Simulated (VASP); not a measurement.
# Zr (R-3m) in VASP: relaxation of cell and atoms with r2SCAN

Aim: the relaxation of cell and atoms of Zr with r2SCAN.

All numbers are computed with VASP 6.6.1; they aren't measurements. Logs are shortened: lines on timing, memory, paths and dates and some standing lists are left out, and cuts for length are marked.

### Step 1. The cell of the first run

It takes space group R-3m (No. 166, trigonal). The conventional cell has a = 3.395 Å, b = 3.395 Å, c = 24.614 Å, α = 90.00°, β = 90.00°, γ = 120.00°. Zr (site symmetry -3m) has 12 Zr at 3.36 to 3.40 Å within 4.4 Å. Zr (site symmetry 3m) has 12 Zr at 3.36 to 3.40 Å within 4.4 Å.

### Step 2. Relaxation of cell and atoms, r2SCAN

The input, POSCAR:

```
Zr
1.0
    1.6976545112      0.9801412890      8.2046577289
   -1.6976545112      0.9801412890      8.2046577289
    0.0000000000     -1.9602825781      8.2046577289
Zr
3
Direct
    0.0000000000      0.0000000000      0.0000000000
    0.2222200000      0.2222200000      0.2222200000
    0.7777800000      0.7777800000      0.7777800000
```

The input, INCAR.step1:

```
SYSTEM = Zr
  ALGO = Normal
  EDIFF = 1E-4
  ENCUT = 600
  GGA = PE
  ISMEAR = 0
  LASPH = .TRUE.
  LCHARG = .FALSE.
  LREAL = .FALSE.
  LWAVE = .TRUE.
  NELM = 100
  PREC = Accurate
  SIGMA = 0.1
```

The input, INCAR.step2:

```
SYSTEM = Zr
  ALGO = Normal
  EDIFF = 1E-6
  EDIFFG = -0.04
  ENCUT = 600
  IBRION = 2
  ISIF = 3
  ISMEAR = 0
  ISTART = 1
  LASPH = .TRUE.
  LCHARG = .FALSE.
  LMIXTAU = .TRUE.
  LREAL = .FALSE.
  LWAVE = .FALSE.
  METAGGA = R2SCAN
  NELM = 100
  NSW = 90
  PREC = Accurate
  SIGMA = 0.1
```

The input, KPOINTS:

```
k-points
0
G
  6 6 6
  0 0 0
```

Potentials or basis: VASP PAW PBE potentials, release 64 (Zr_sv).

Started as:

```bash
$ cat potpaw_PBE.64/Zr_sv/POTCAR > POTCAR
$ cp INCAR.step1 INCAR
$ mpirun -np 1 vasp_std > vasp.out
$ cp INCAR.step2 INCAR
$ mpirun -np 1 vasp_std > vasp.out
```

OUTCAR:

```text
SYSTEM = Zr
   EDIFF = 1E-6
   EDIFFG = -0.04
   ENCUT = 600
   IBRION = 2
   ISIF = 3
   ISMEAR = 0
   ISTART = 1
   LASPH = .TRUE.
   LREAL = .FALSE.
   METAGGA = R2SCAN
   NELM = 100
   NSW = 90
   PREC = Accurate

 ion  position               nearest neighbor table
   1  0.000  0.000  0.000-   3 3.36   3 3.36   2 3.36   2 3.36   3 3.36   2 3.36
   2  0.222  0.222  0.222-   3 3.36   3 3.36   3 3.36   1 3.36   1 3.36   1 3.36
   3  0.778  0.778  0.778-   2 3.36   2 3.36   2 3.36   1 3.36   1 3.36   1 3.36

  LATTYP: Found a trigonal (rhomboedric) cell.
 ALAT       =     8.4355863006
 COS(alpha) =     0.9189975651

  Lattice vectors:

 A1 = (   1.6976545112,   0.9801412890,   8.2046577289)
 A2 = (  -1.6976545112,   0.9801412890,   8.2046577289)
 A3 = (   0.0000000000,  -1.9602825781,   8.2046577289)

Analysis of symmetry for initial positions (statically):
=====================================================================
 Subroutine PRICEL returns:
 Original cell was already a primitive cell.

 Routine SETGRP: Setting up the symmetry group for a
 trigonal (rhombohedral) supercell.

 Subroutine GETGRP returns: Found 12 space group operations
 (whereof 12 operations were pure point group operations)
 out of a pool of 12 trial point group operations.

The static configuration has the point symmetry D_3d.

Analysis of symmetry for dynamics (positions and initial velocities):
=====================================================================
 Subroutine PRICEL returns:
 Original cell was already a primitive cell.

 Routine SETGRP: Setting up the symmetry group for a
 trigonal (rhombohedral) supercell.

 Subroutine GETGRP returns: Found 12 space group operations
 (whereof 12 operations were pure point group operations)
 out of a pool of 12 trial point group operations.

The dynamic configuration has the point symmetry D_3d.

 Subroutine INISYM returns: Found 12 space group operations
 (whereof 12 operations are pure point group operations),
 and found     1 'primitive' translations

----------------------------------------------------------------------------------------

                                     Primitive cell

  volume of cell :      81.9124

  direct lattice vectors                    reciprocal lattice vectors
     1.697654511  0.980141289  8.204657729     0.294524002  0.170043512  0.040627330
    -1.697654511  0.980141289  8.204657729    -0.294524002  0.170043512  0.040627330
     0.000000000 -1.960282578  8.204657729     0.000000000 -0.340087023  0.040627330

  length of vectors
     8.435586301  8.435586301  8.435586301     0.342505129  0.342505129  0.342505129

  position of ions in fractional coordinates (direct lattice)
     0.000000000  0.000000000  0.000000000
     0.222220000  0.222220000  0.222220000
     0.777780000  0.777780000  0.777780000

  ion indices of the primitive-cell ions
   primitive index   ion index
                 1           1
                 2           2
                 3           3

----------------------------------------------------------------------------------------

 KPOINTS: k-points

Automatic generation of k-mesh.
 Grid dimensions read from file:
 generate k-points for:    6    6    6

 Generating k-lattice:

  Cartesian coordinates                     Fractional coordinates (reciprocal lattice)
     0.049087334  0.028340585  0.006771222     0.166666667  0.000000000 -0.000000000
    -0.049087334  0.028340585  0.006771222     0.000000000  0.166666667 -0.000000000
     0.000000000 -0.056681171  0.006771222     0.000000000  0.000000000  0.166666667

  Length of vectors
     0.057084188  0.057084188  0.057084188

  Shift w.r.t. Gamma in fractional coordinates (k-lattice)
     0.000000000  0.000000000  0.000000000

 Subroutine IBZKPT returns following result:
 ===========================================

 Found     32 irreducible k-points:

 Following reciprocal coordinates:
            Coordinates               Weight
  0.000000  0.000000  0.000000      1.000000
  0.166667  0.000000  0.000000      6.000000
  0.333333  0.000000  0.000000      6.000000
  0.500000  0.000000  0.000000      3.000000
  0.166667  0.166667  0.000000      6.000000
  0.333333  0.166667 -0.000000     12.000000
[... 16 lines left out ...]
  0.500000  0.500000  0.166667      6.000000
 -0.333333  0.500000  0.166667     12.000000
 [... further k-points ...]
   k-points           NKPTS =     32   k-points in BZ     NKDIM =     32   number of bands    NBANDS=     22
   number of dos      NEDOS =    301   number of ions     NIONS =      3
   total plane-waves  NPLWV = 343000
   dimension x,y,z NGX =    70 NGY =   70 NGZ =   70
   dimension x,y,z NGXF=   140 NGYF=  140 NGZF=  140
   ions per type =               3
   NGX,Y,Z   is equivalent  to a cutoff of  13.80, 13.80, 13.80 a.u.
   NGXF,Y,Z  is equivalent  to a cutoff of  27.59, 27.59, 27.59 a.u.
 SYSTEM =  Zr
   PREC   = accura    normal or accurate (medium, high low for compatibility)
   ISTART =      1    job   : 0-new  1-cont  2-samecut
   ICHARG =      0    charge: 1-file 2-atom 10-const
   ISPIN  =      1    spin polarized calculation?
   LNONCOLLINEAR =      F non collinear calculations
   LSORBIT =      F    spin-orbit coupling
   LASPH  =      T    aspherical Exc in radial PAW
   ENCUT  =  600.0 eV  44.10 Ry    6.64 a.u.  16.85 16.85 16.85*2*pi/ulx,y,z
   NELM   =    100;   NELMIN=  2; NELMDL=  0     # of ELM steps
   EDIFF  = 0.1E-05   stopping-criterion for ELM
   LREAL  =      F    real-space projection
   EDIFFG = -.4E-01   stopping-criterion for IOM
   NSW    =     90    number of steps for IOM
   IBRION =      2    ionic relax: 0-MD 1-quasi-New 2-CG
   NFREE  =      1    steps in history (QN), initial steepest desc. (CG)
   ISIF   =      3    stress and relaxation
   ISYM   =      2    0-nonsym 1-usesym 2-fastsym
   POTIM  = 0.5000    time-step for ionic-motion
   TEBEG  =    0.0;   TEEND  =   0.0 temperature during run
   PSTRESS=    0.0 pullay stress
   NELECT =      36.0000    total number of electrons
   NUPDOWN=      -1.0000    fix difference up-down
   EMIN   =  10.00;   EMAX   =-10.00  energy-range for DOS
   EFERMI =   0.00;   METHOD = LEGACY
   ISMEAR =     0;   SIGMA  =   0.10  broadening in eV -4-tet -1-fermi 0-gaus
   EFERMI_NEDOS =   21; number of points for ismear=-14 and -15
   IALGO  =     38    algorithm
   IMIX   =      4    mixing-type and parameters
     AMIX     =   0.40;   BMIX     =  1.00
     AMIX_MAG =   1.60;   BMIX_MAG =  1.00
  volume/ion in A,a.u.               =      27.30       184.26
  Fermi-wavevector in a.u.,A,eV,Ry     =   1.244684  2.352112 21.078665  1.549238
  Thomas-Fermi vector in A             =   2.378940
   LORBIT       =      0    0 simple, 1 ext, 2 COOP (PROOUT), +10 PAW based schemes
   METAGGA = R2SCAN    functional components
   LHFCALC =     F    Hartree Fock is set to
   AEXX    =    0.0000 exact exchange contribution
   IVDW    =     0    specifies the selected vdW correction
   LEPSILON=     F    determine dielectric tensor
   LRPA    =     F    only Hartree local field effects (RPA)
 conjugate gradient relaxation of ions
 non-spin polarized calculation
 Gauss-broadening in eV      SIGMA  =   0.10
  energy-cutoff  :      600.00
  volume of cell :       81.91
 maximum number of plane-waves:      2751
 NGX is ok and might be reduce to    70
   NGX = 33   NGY = 33   NGZ = 33

--------------------------------------- Ionic step        1  -------------------------------------------

 number of electron      36.0000000 magnetization

 Free energy of the ion-electron system (eV)
  ---------------------------------------------------
  ext. energy  EPLUGINS =         0.00000000
  ---------------------------------------------------
  free energy    TOTEN  =       -67.73095445 eV

  energy without entropy =      -67.71076772  energy(sigma->0) =      -67.72086108

------------------------ aborting loop because EDIFF is reached ----------------------------------------

  FORCE on cell =-STRESS in cart. coord.  units (eV):
  Direction    XX          YY          ZZ          XY          YZ          ZX
  --------------------------------------------------------------------------------------
  -------------------------------------------------------------------------------------
  Total       -5.5295495     -5.5295495     -5.5364289      0.0000000      0.0000000      0.0000000
  in kB     -108.1559997   -108.1559997   -108.2905586      0.0000000      0.0000000      0.0000000
  external PRESSURE =    -108.2008527 kB  Pullay stress =       0.0000000 kB
[... 22 lines left out ...]
  energy  without entropy=      -67.7107677163  energy(sigma->0) =      -67.72086108

--------------------------------------- Ionic step        2  -------------------------------------------

 number of electron      36.0000000 magnetization

 E-fermi :  10.3946     XC(G=0): -12.5735

 val. band max:       10.3917616629   @ k =   0.5000   0.3333   0.3333
 cond. band min:      10.4019593353   @ k =   0.5000   0.3333  -0.0000
 fundamental gap:      0.0101976724
 Fermi energy:        10.3946407422

 k-point     1 :       0.0000    0.0000    0.0000
  band No.  band energies     occupation
      1     -39.8815      2.00000
      2     -39.6916      2.00000
      3     -39.6828      2.00000
      4     -17.6300      2.00000
      5     -17.6111      2.00000
      6     -16.6236      2.00000
[... 574 lines left out ...]
      6     -17.5121      2.00000
[... 14 lines left out ...]
     21      11.7080      0.00000
     22      12.2872      0.00000

 [... further k-points ...]

------------------------ aborting loop because EDIFF is reached ----------------------------------------

  FORCE on cell =-STRESS in cart. coord.  units (eV):
  Direction    XX          YY          ZZ          XY          YZ          ZX
  --------------------------------------------------------------------------------------
  -------------------------------------------------------------------------------------
  Total        5.6000445      5.6000445      5.7182559      0.0000000     -0.0000000      0.0000000
  in kB      144.8557071    144.8557071    147.9134685      0.0000000     -0.0000000      0.0000000
  external PRESSURE =     145.8749609 kB  Pullay stress =       0.0000000 kB
[... 133 lines left out ...]
  energy  without entropy=      -68.1216165811  energy(sigma->0) =      -68.13363149

--------------------------------------- Ionic step        6  -------------------------------------------

 number of electron      36.0000000 magnetization

 Free energy of the ion-electron system (eV)
  ---------------------------------------------------
  ext. energy  EPLUGINS =         0.00000000
  ---------------------------------------------------
  free energy    TOTEN  =       -68.14660623 eV

  energy without entropy =      -68.12315313  energy(sigma->0) =      -68.13487968

 E-fermi :   8.8469     XC(G=0): -11.8911

 val. band max:        8.8352308489   @ k =   0.5000   0.5000   0.3333
 cond. band min:       8.8472540631   @ k =  -0.3333   0.5000   0.1667
 fundamental gap:      0.0120232142
 Fermi energy:         8.8468751034

 k-point     1 :       0.0000    0.0000    0.0000
  band No.  band energies     occupation
      1     -41.6816      2.00000
      2     -41.5812      2.00000
      3     -41.5537      2.00000
      4     -19.2700      2.00000
      5     -19.2396      2.00000
      6     -18.6043      2.00000
[... 574 lines left out ...]
      6     -19.1883      2.00000
[... 14 lines left out ...]
     21       9.8418      0.00000
     22      10.5144      0.00000

 [... further k-points ...]

------------------------ aborting loop because EDIFF is reached ----------------------------------------

  FORCE on cell =-STRESS in cart. coord.  units (eV):
  Direction    XX          YY          ZZ          XY          YZ          ZX
  --------------------------------------------------------------------------------------
  -------------------------------------------------------------------------------------
  Total        0.0328700      0.0328700      0.0133323      0.0000000     -0.0000000      0.0000000
  in kB        0.7443097      0.7443097      0.3018962      0.0000000     -0.0000000      0.0000000
  external PRESSURE =       0.5968386 kB  Pullay stress =       0.0000000 kB
[... 18 lines left out ...]
  FREE ENERGIE OF THE ION-ELECTRON SYSTEM (eV)
  ---------------------------------------------------
  free  energy   TOTEN  =       -68.1466062291 eV

  energy  without entropy=      -68.1231531252  energy(sigma->0) =      -68.13487968

 reached required accuracy - stopping structural energy minimisation
```

It took 73 min on 1 thread of Intel Xeon 6975P-C (Granite Rapids), shared host; peak memory 0.84 GiB.

Results:

* Free energy: -68.1466 eV
* Relaxed volume: 23.58 Å³/atom
* Relaxed cell: a = 8.041 Å, b = 8.041 Å, c = 8.041 Å, α = 23.19°, β = 23.19°, γ = 23.19°
* Space group after relaxing (to 0.05 Å): R-3m (No. 166)
* Energy gained by relaxing: 138.6 meV/atom
* Ionic steps: 6
* Pressure after relaxing: 0.1 GPa
* Largest force after relaxing: 0.007 eV/Å
* Band gap on the k mesh: zero (band 18 reaches 9.77 eV, above the bottom of band 19 at 8.50 eV)

Forces in eV/Å, atoms in the order of the input:
```
Zr   0.000  0.000  0.000
Zr   0.000  0.000  0.007
Zr   0.000  0.000 -0.007
```

Step by step:
```
step  energy change (eV)  largest force (eV/Å)  pressure (GPa)  volume (Å³)
   1              0.0000                0.0925          -10.82        81.91
   2             -0.0452                0.0770           14.59        61.94
   3             -0.4139                0.0919           -0.21        70.96
   4             -0.4140                0.0918            0.05        70.76
   5             -0.4147                0.0703            0.05        70.76
   6             -0.4157                0.0073            0.06        70.75
```

Final structure:
```yaml
crystal:
  lattice:
    - [1.61595, 0.93297, 7.82189]
    - [-1.61595, 0.93297, 7.82189]
    - [0.00000, -1.86593, 7.82189]
  atoms:
    - { symbol: Zr, position: [0.00000, 0.00000, 0.00000] }
    - { symbol: Zr, position: [0.22300, 0.22300, 0.22300] }
    - { symbol: Zr, position: [0.77700, 0.77700, 0.77700] }
```

Caveat: the PAW data sets were made with another functional, which shifts forces and pressure a little.
